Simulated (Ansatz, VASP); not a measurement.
**One calculation of Ni, two programs**

File INCAR:

```
  PREC = Accurate
  ENCUT = 600
  EDIFF = 1E-6
  ISMEAR = -1
  SIGMA = 0.05
  LREAL = F
  LASPH = T
  NELM = 150
  ALGO = Normal
  ISIF = 3
  LWAVE = F
  LCHARG = F
  ISPIN = 2
  MAGMOM = 1
  LORBIT = 11
  LMAXMIX = 4
  IBRION = 2
  NSW = 60
  EDIFFG = -0.005
```

Contents of KPOINTS:

```
regular mesh
0
Gamma
  20 20 20
```

The input POSCAR:

```
Ni
1.0
    0.0000000000      1.7124802420      1.7124802420
    1.7124802420      0.0000000000      1.7124802420
    1.7124802420      1.7124802420      0.0000000000
Ni
1
Direct
    0.0000000000      0.0000000000      0.0000000000
```

Input for Ansatz:

```yaml
crystal:
  lattice:
    - [0.0, 1.712480242, 1.712480242]
    - [1.712480242, 0.0, 1.712480242]
    - [1.712480242, 1.712480242, 0.0]
  atoms:
    - { symbol: Ni, position: [0.0, 0.0, 0.0], spin: 1.0 }
magnetization:
  spin_polarized: true
kpoints:
  mp_grid: { grid: [20, 20, 20] }
scf:
  occupations: { method: fermi_dirac, width: 0.05 }
hamiltonian:
  xc: lda
  pseudopotentials: { kind: paw }
output:
  forces: true
  stress: true
relax:
  f_tol: 0.005
  max_steps: 40
  cell: {}
```

Alike in both runs: task relaxation of cell and atoms; functional LDA; k mesh 20 × 20 × 20; occupations fermi-dirac, width 0.05 eV; collinear spin.

|  | VASP | Ansatz |
| --- | --- | --- |
| version | VASP 6.6.1 | Ansatz 0.2.0 |
| potentials or method | VASP PAW LDA potentials, release 64 (Ni) | PAW with Ansatz's default frozen-core files, scalar-relativistic |
| plane-wave cutoff (eV) | 600 | 420 |
| valence electrons in the cell | 10 | 18 |

```csv
,VASP,Ansatz,Ansatz less VASP
net moment per atom (μB),0.59,0.61,+0.016
size of the moment on the site where the two differ most (μB),0.59,0.64,+0.043
relaxed volume (Å³/atom),10.03,10.04,+0.011
relaxed length of the cell vector where the two differ most in proportion (Å),2.420,2.421,+0.0009
```

LDA's correlation is that of Perdew and Zunger in VASP and of Perdew and Wang (1992) in Ansatz. Site moments also hang on the region over which each program counts them. VASP's potentials hold 10 valence electrons a cell and Ansatz's 18, so a difference there can come from the potentials and not from the codes.
